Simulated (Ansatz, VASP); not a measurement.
One calculation of MgO, two programs

INCAR

```
PREC = Accurate
ENCUT = 600
EDIFF = 1E-6
ISMEAR = 0
SIGMA = 0.01
LREAL = False
LASPH = True
NELM = 120
ALGO = Normal
ISIF = 2
LWAVE = False
LCHARG = True
GGA = PE
LELF = True
LVHAR = True
NBANDS = 11
GGA_COMPAT = False
```

The input KPOINTS:

```
regular mesh
0
Gamma
  4 4 4
```

File POSCAR:

```
MgO
1.0
    0.0000000000      2.0711650200      2.0711650200
    2.0711650200      0.0000000000      2.0711650200
    2.0711650200      2.0711650200      0.0000000000
Mg O
1 1
Direct
    0.0000000000      0.0000000000      0.0000000000
    0.5000000000      0.5000000000      0.5000000000
```

Input for Ansatz:

```yaml
crystal:
  lattice:
    - [0.0, 2.07116502, 2.07116502]
    - [2.07116502, 0.0, 2.07116502]
    - [2.07116502, 2.07116502, 0.0]
  atoms:
    - { symbol: Mg, position: [0.0, 0.0, 0.0] }
    - { symbol: O, position: [0.5, 0.5, 0.5] }
basis:
  precision: f64
  xc_grid: 2
  ecutwfc: 700
  ecutrho_ratio: 4
kpoints:
  mp_grid: { grid: [4, 4, 4], shift: [0, 0, 0] }
hamiltonian:
  xc: pbe
  dispersion: none
  pseudopotentials:
    kind: paw
    azcp:
      Mg: "pseudopotentials/Mg.paw.azcp"
      O: "pseudopotentials/O.paw.azcp"
magnetization:
  spin_polarized: false
scf:
  lower_state_search: "off"
  max_iter: 200
  occupations: { method: fixed }
  convergence: { dr2_threshold: "1e-10 eV" }
output:
  forces: true
  stress: true
  eigenvalues: true
```

Alike in both runs: task single point; functional PBE; k mesh 4 × 4 × 4; no spin polarisation.

```csv
,VASP,Ansatz
version,VASP 6.6.1,Ansatz 0.2.0-dev
potentials or method,"VASP PAW PBE potentials, release 64 (Mg, O), cutoff 600 eV",hard PAW set made for 700 eV
occupations,"gaussian, width 0.01 eV",fixed
```

```csv
,VASP,Ansatz,Ansatz less VASP
gap on the k mesh at the Fermi level (eV),5.22,5.23,+0.009
```

The k mesh is coarse, so the values compare programs but aren't converged.
